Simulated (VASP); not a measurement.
The system is CdIn3.

```xyz
4
Lattice="0.0000 3.7255 3.7255 3.7255 0.0000 3.7255 3.7255 3.7255 0.0000" Properties=species:S:1:pos:R:3 pbc="T T T"
Cd    0.0000    0.0000    0.0000
In    1.8628    1.8628    1.8628
In    5.5883    5.5883    5.5883
In    3.7255    3.7255    3.7255
```

```yaml
Program: VASP 6.6.1
Task: relaxation of cell and atoms
Functional: PBEsol
Dispersion: D3(BJ)
Potentials_or_basis: VASP PAW PBE potentials, release 64 (Cd, In_d)
Cutoff: 600 eV
k_mesh: 5 × 5 × 5
Occupations: methfessel-paxton, width 0.1 eV
Spin: no spin polarisation
```

At the start: pressure -3.8 GPa; volume 25.85 Å³/atom.

Q: Where does the relaxation end?

A: Over 3 steps the energy falls by 32.4 meV/atom and the volume is 23.48 Å³/atom (-9.2 %); space group Fm-3m (No. 225, to 0.1 Å) before and after.

Step by step:
| step | energy change (eV) | largest force (eV/Å) | pressure (GPa) | volume (Å³) |
| --- | --- | --- | --- | --- |
| 1 | 0.0000 | 0.0000 | -3.84 | 103.42 |
| 2 | -0.1291 | 0.0000 | -0.30 | 94.41 |
| 3 | -0.1296 | 0.0000 | -0.01 | 93.91 |

Final structure:
```cif
data_structure
_symmetry_space_group_name_H-M 'P 1'
_symmetry_Int_Tables_number 1
_cell_length_a 5.1019
_cell_length_b 5.1019
_cell_length_c 5.1019
_cell_angle_alpha 60.000
_cell_angle_beta 60.000
_cell_angle_gamma 60.000
_cell_volume 93.91
loop_
_atom_site_label
_atom_site_type_symbol
_atom_site_fract_x
_atom_site_fract_y
_atom_site_fract_z
_atom_site_occupancy
Cd1 Cd 0.00000 0.00000 0.00000 1
In1 In 0.25000 0.25000 0.25000 1
In2 In 0.75000 0.75000 0.75000 1
In3 In 0.50000 0.50000 0.50000 1
```

Caveat: the PAW data sets were made with another functional, which shifts forces and pressure a little.
